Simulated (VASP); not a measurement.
Here is a VASP 6.6.1 calculation.

Contents of INCAR:

```
SYSTEM = Re
PREC = Accurate ; ENCUT = 520
EDIFF = 1E-6 ; ISMEAR = -1
SIGMA = 0.05 ; LREAL = .False.
LASPH = .True. ; NELM = 100
ALGO = Normal ; ISIF = 2
LWAVE = .False. ; LCHARG = .False.
GGA = PS ; NBANDS = 10
```

The input KPOINTS:

```
regular mesh
0
Gamma
  14 14 14
  0 0 0
```

File POSCAR:

```
Re
1.0
   -0.0395000000      1.9552500000      1.9552500000
    1.9552500000     -0.0395000000      1.9552500000
    1.9552500000      1.9552500000     -0.0395000000
Re
1
Direct
    0.0000000000      0.0000000000      0.0000000000
```

Potentials or basis: VASP PAW PBE potentials, release 64 (Re).

Command:

```console
$ cat potpaw_PBE.64/Re/POTCAR > POTCAR
$ mpirun -np 1 vasp_std > vasp.out
```

Q: Predict the pressure.

A: -18.5 GPa.

Q: Predict the band gap on the k mesh.

A: Zero (an odd number of electrons rules out a gap without spin polarisation).

Stress tensor (GPa, compression positive):
```
-18.52   3.19   3.19
  3.19 -18.52   3.19
  3.19   3.19 -18.52
```

Caveat: the cell differs from its parent crystal (equal xy, yz and zx shear strains of -2 %); the cell stands under tension; the PAW data sets were made with another functional, which shifts forces and pressure a little; spin-orbit coupling is left out, which moves the levels of the heavy elements.
